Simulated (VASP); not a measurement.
Here is a VASP 6.6.1 calculation.

File POSCAR:

```
TaO
1.0
    3.0661100000      0.0000000000      0.0000000000
   -1.5330600000      2.6553300000      0.0000000000
    0.0000000000      0.0000000000      3.8550200000
Ta O
1 1
Direct
    0.0000000000      0.0000000000      0.5000000000
    0.0000000000      0.0000000000      0.0000000000
```

Contents of INCAR.step1:

```
SYSTEM = TaO
ALGO = Normal
EDIFF = 1E-5
ENCUT = 520
GGA = PE
ISIF = 2
ISMEAR = -1
LASPH = .True.
LCHARG = .False.
LREAL = .False.
LWAVE = .True.
NBANDS = 16
NELM = 100
PREC = Accurate
SIGMA = 0.05
```

INCAR.step2

```
SYSTEM = TaO
AEXX = 0.1
ALGO = Normal
EDIFF = 1E-6
ENCUT = 520
GGA = PE
ISIF = 2
ISMEAR = -1
ISTART = 1
LASPH = .True.
LCHARG = .False.
LHFCALC = .True.
LREAL = .False.
LWAVE = .False.
NBANDS = 16
NELM = 100
PREC = Accurate
PRECFOCK = Normal
SIGMA = 0.05
```

The input KPOINTS:

```
k-points
0
Gamma
  6 6 4
  0 0 0
```

Potentials or basis: VASP PAW PBE potentials, release 64 (Ta_pv, O).

The run is started by

```console
$ cat potpaw_PBE.64/Ta_pv/POTCAR potpaw_PBE.64/O/POTCAR > POTCAR
$ cp INCAR.step1 INCAR
$ mpirun -np 1 vasp_std > vasp.out
$ cp INCAR.step2 INCAR
$ mpirun -np 1 vasp_std > vasp.out
```

**Question.** Estimate the pressure.

**Answer.** -3.4 GPa.

Stress tensor (GPa, compression positive):
```
-3.45  0.00  0.00
 0.00 -3.45  0.00
 0.00  0.00 -3.28
```

Caveat: the k points lie up to 0.41 Å⁻¹ apart; the PAW data sets were made with another functional, which shifts forces and pressure a little; an odd number of electrons without spin polarisation forces a metal; a magnetic or distorted state may lie lower.
